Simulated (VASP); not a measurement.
# Re2S3 (P-3m1) in VASP: further runs, part 2 of 2

VASP 6.6.1. Earlier steps stand in the parts before.

## Step 3: Single point, PBE

Contents of INCAR:

```
SYSTEM = Re2S3
PREC     = Accurate       ! precision mode
ENCUT    = 500            ! plane-wave cutoff, eV
EDIFF    = 1E-6           ! SCF threshold, eV
ISMEAR   = 0              ! smearing method
SIGMA    = 0.1            ! smearing width, eV
LREAL    = .False.        ! projectors in reciprocal space
LASPH    = .True.         ! aspherical terms in the spheres
NELM     = 120            ! most SCF steps
ALGO     = Normal         ! electronic algorithm
ISIF     = 2              ! what is computed and relaxed
LWAVE    = .False.        ! write WAVECAR
LCHARG   = .False.        ! write CHGCAR
GGA      = PE             ! functional
NBANDS   = 32             ! bands
GGA_COMPAT= .False.
```

Contents of KPOINTS:

```
Automatic mesh
0
Gamma
  6 6 4
  0 0 0
```

Contents of POSCAR:

```
Re2S3
1.0
    3.8014999690      0.0000000000      0.0000000000
   -1.9007499845      3.2921955456      0.0000000000
    0.0000000000      0.0000000000      6.4432156052
Re S
2 3
Direct
    0.3333333333      0.6666666667      0.2528303947
    0.6666666667      0.3333333333      0.7471696053
    0.0000000000      0.0000000000      0.0000000000
    0.3333333333      0.6666666667      0.6277434266
    0.6666666667      0.3333333333      0.3722565734
```

Potentials or basis: VASP PAW PBE potentials, release 64 (Re_sv_GW, S).

Run with:

```
$ cat potpaw_PBE.64/Re_sv_GW/POTCAR potpaw_PBE.64/S/POTCAR > POTCAR
$ mpirun -np 1 vasp_std > vasp.out
```

OUTCAR:

```text
SYSTEM = Re2S3
   PREC = Accurate
   ENCUT = 500
   EDIFF = 1E-6
   ISMEAR = 0
   LREAL = .False.
   LASPH = .True.
   NELM = 120
   ISIF = 2
   GGA = PE

 ion  position               nearest neighbor table
   1  0.333  0.667  0.253-   5 2.33   5 2.33   5 2.33   4 2.42   3 2.73   3 2.73   3 2.73
   2  0.667  0.333  0.747-   4 2.33   4 2.33   4 2.33   5 2.42   3 2.73   3 2.73   3 2.73
   3  0.000  0.000  0.000-   1 2.73   2 2.73   1 2.73   2 2.73   2 2.73   1 2.73
   4  0.333  0.667  0.628-   2 2.33   2 2.33   2 2.33   1 2.42   5 2.74   5 2.74   5 2.74
   5  0.667  0.333  0.372-   1 2.33   1 2.33   1 2.33   2 2.42   4 2.74   4 2.74   4 2.74

  LATTYP: Found a hexagonal cell.
 ALAT       =     3.8014999690
 C/A-ratio  =     1.6949140228

  Lattice vectors:

 A1 = (   3.8014999690,   0.0000000000,   0.0000000000)
 A2 = (  -1.9007499845,   3.2921955456,   0.0000000000)
 A3 = (   0.0000000000,   0.0000000000,   6.4432156052)

Analysis of symmetry for initial positions (statically):
=====================================================================
 Subroutine PRICEL returns:
 Original cell was already a primitive cell.

 Routine SETGRP: Setting up the symmetry group for a
 hexagonal supercell.

 Subroutine GETGRP returns: Found 12 space group operations
 (whereof 12 operations were pure point group operations)
 out of a pool of 24 trial point group operations.

The static configuration has the point symmetry D_3d.

Analysis of symmetry for dynamics (positions and initial velocities):
=====================================================================
 Subroutine PRICEL returns:
 Original cell was already a primitive cell.

 Routine SETGRP: Setting up the symmetry group for a
 hexagonal supercell.

[... 125 lines left out ...]
   EFERMI_NEDOS =   21; number of points for ismear=-14 and -15
   IALGO  =     38    algorithm
   IMIX   =      4    mixing-type and parameters
     AMIX     =   0.40;   BMIX     =  1.00
     AMIX_MAG =   1.60;   BMIX_MAG =  1.00
  volume/ion in A,a.u.               =      16.13       108.84
  Fermi-wavevector in a.u.,A,eV,Ry     =   1.377127  2.602394 25.803179  1.896480
  Thomas-Fermi vector in A             =   2.502309
   LORBIT       =      0    0 simple, 1 ext, 2 COOP (PROOUT), +10 PAW based schemes
   GGA     = PE    functional components
   LHFCALC =     F    Hartree Fock is set to
   AEXX    =    0.0000 exact exchange contribution
   IVDW    =     0    specifies the selected vdW correction
   LEPSILON=     F    determine dielectric tensor
   LRPA    =     F    only Hartree local field effects (RPA)
 non-spin polarized calculation
 Gauss-broadening in eV      SIGMA  =   0.10
  energy-cutoff  :      500.00
  volume of cell :       80.64
 maximum number of plane-waves:      2070
   NGX = 13   NGY = 13   NGZ = 23

 number of electron      47.9999998 magnetization

 Free energy of the ion-electron system (eV)
  ---------------------------------------------------
  ext. energy  EPLUGINS =         0.00000000
  ---------------------------------------------------
  free energy    TOTEN  =       -38.78143815 eV

  energy without entropy =      -38.77411612  energy(sigma->0) =      -38.77777714

 E-fermi :   9.7547     XC(G=0): -11.8359

 val. band max:        9.6959053282   @ k =   0.0000   0.0000   0.2500
 cond. band min:       9.7806592956   @ k =   0.3333  -0.0000   0.5000
 fundamental gap:      0.0847539674
 Fermi energy:         9.7546967340

 k-point     1 :       0.0000    0.0000    0.0000
  band No.  band energies     occupation
      1     -70.4011      2.00000
      2     -70.4006      2.00000
      3     -32.3980      2.00000
      4     -32.3581      2.00000
      5     -32.2768      2.00000
      6     -32.2768      2.00000
[... 829 lines left out ...]
     31      15.7997      0.00000
     32      15.7997      0.00000

------------------------ aborting loop because EDIFF is reached ----------------------------------------

  FORCE on cell =-STRESS in cart. coord.  units (eV):
  Direction    XX          YY          ZZ          XY          YZ          ZX
  --------------------------------------------------------------------------------------
  -------------------------------------------------------------------------------------
  Total       -0.4923754     -0.4923754     -0.4916404      0.0000000     -0.0000000      0.0000000
  in kB       -9.7828098     -9.7828098     -9.7682073      0.0000000     -0.0000000      0.0000000
  external PRESSURE =      -9.7779423 kB  Pullay stress =       0.0000000 kB

 VOLUME and BASIS-vectors are now :
 -----------------------------------------------------------------------------
  energy-cutoff  :      500.00
  volume of cell :       80.64
      direct lattice vectors                 reciprocal lattice vectors
     3.801499969  0.000000000  0.000000000     0.263054060  0.151874332  0.000000000
    -1.900749984  3.292195546  0.000000000     0.000000000  0.303748664  0.000000000
     0.000000000  0.000000000  6.443215605     0.000000000  0.000000000  0.155202008

 POSITION                                       TOTAL-FORCE (eV/Angst)
 -----------------------------------------------------------------------------------
     -0.00000      2.19480      1.62904         0.000000      0.000000     -0.018794
      1.90075      1.09740      4.81417        -0.000000     -0.000000      0.018794
      0.00000      0.00000      0.00000         0.000000      0.000000      0.000000
     -0.00000      2.19480      4.04469        -0.000000      0.000000      0.001026
      1.90075      1.09740      2.39853         0.000000     -0.000000     -0.001026
 -----------------------------------------------------------------------------------
    total drift:                                0.000000     -0.000000      0.000000

  FREE ENERGIE OF THE ION-ELECTRON SYSTEM (eV)
  ---------------------------------------------------
  free  energy   TOTEN  =       -38.7814381489 eV

  energy  without entropy=      -38.7741161247  energy(sigma->0) =      -38.77777714
```

OSZICAR:

```text
N       E                     dE             d eps       ncg     rms          rms(c)
DAV:   1     0.419329840885E+03    0.41933E+03   -0.27517E+04  1600   0.139E+03
DAV:   2    -0.158061532711E+02   -0.43514E+03   -0.42033E+03  1936   0.382E+02
DAV:   3    -0.426031226164E+02   -0.26797E+02   -0.26070E+02  2016   0.890E+01
DAV:   4    -0.431153286140E+02   -0.51221E+00   -0.51004E+00  1944   0.128E+01
DAV:   5    -0.431241466126E+02   -0.88180E-02   -0.88156E-02  2024   0.147E+00    0.129E+02
DAV:   6    -0.390900230702E+02    0.40341E+01   -0.21069E+01  1776   0.209E+01    0.101E+02
DAV:   7    -0.405696379989E+02   -0.14796E+01   -0.11316E+01  1752   0.172E+01    0.375E+01
DAV:   8    -0.387426998407E+02    0.18269E+01   -0.44527E+00  1648   0.112E+01    0.940E+00
DAV:   9    -0.387814083463E+02   -0.38709E-01   -0.49365E-01  1984   0.289E+00    0.574E+00
DAV:  10    -0.387812615538E+02    0.14679E-03   -0.77373E-03  1768   0.491E-01    0.288E+00
DAV:  11    -0.387824204888E+02   -0.11589E-02   -0.75447E-03  1856   0.566E-01    0.452E+00
DAV:  12    -0.387814158739E+02    0.10046E-02   -0.26792E-03  1840   0.296E-01    0.115E+00
DAV:  13    -0.387814420204E+02   -0.26146E-04   -0.24270E-04  1808   0.800E-02    0.389E-01
DAV:  14    -0.387814355432E+02    0.64772E-05   -0.63217E-05  2056   0.403E-02    0.996E-02
DAV:  15    -0.387814379376E+02   -0.23944E-05   -0.69528E-06  1616   0.127E-02    0.182E-02
DAV:  16    -0.387814381489E+02   -0.21135E-06   -0.29883E-07  1216   0.340E-03
   1 F= -.38781438E+02 E0= -.38777777E+02  d E =-.732202E-02
```

Wall time 52 s (1 thread of Intel Xeon Platinum 8488C (Sapphire Rapids), shared host); peak memory 0.22 GiB.

Results:

* Free energy: -38.7814 eV
* Pressure: -1.0 GPa
* Largest force: 0.019 eV/Å
* Band gap on the k mesh: zero (band 24 reaches 9.93 eV, above the bottom of band 25 at 9.46 eV)

Forces on the atoms (eV/Å):
```
Re   0.000  0.000 -0.019
Re   0.000  0.000  0.019
S    0.000  0.000  0.000
S    0.000  0.000  0.001
S    0.000  0.000 -0.001
```

Levels at points of the mesh, in eV from the Fermi level:
```
           k point  band 22  band 23  band 24  band 25  band 26  band 27
(0.00, 0.00, 0.00)    -1.93    -0.36    -0.36    -0.10     0.59     2.07
(0.50, 0.00, 0.00)    -0.88    -0.70    -0.39    -0.23     0.66     0.86
(0.00, 0.00, 0.50)    -1.59    -1.43    -1.43    -0.29     2.13     3.20
(0.50, 0.00, 0.50)    -1.07    -0.77    -0.18     0.18     0.63     1.19
```

Caveat: spin-orbit coupling is left out, which moves the levels of the heavy elements.
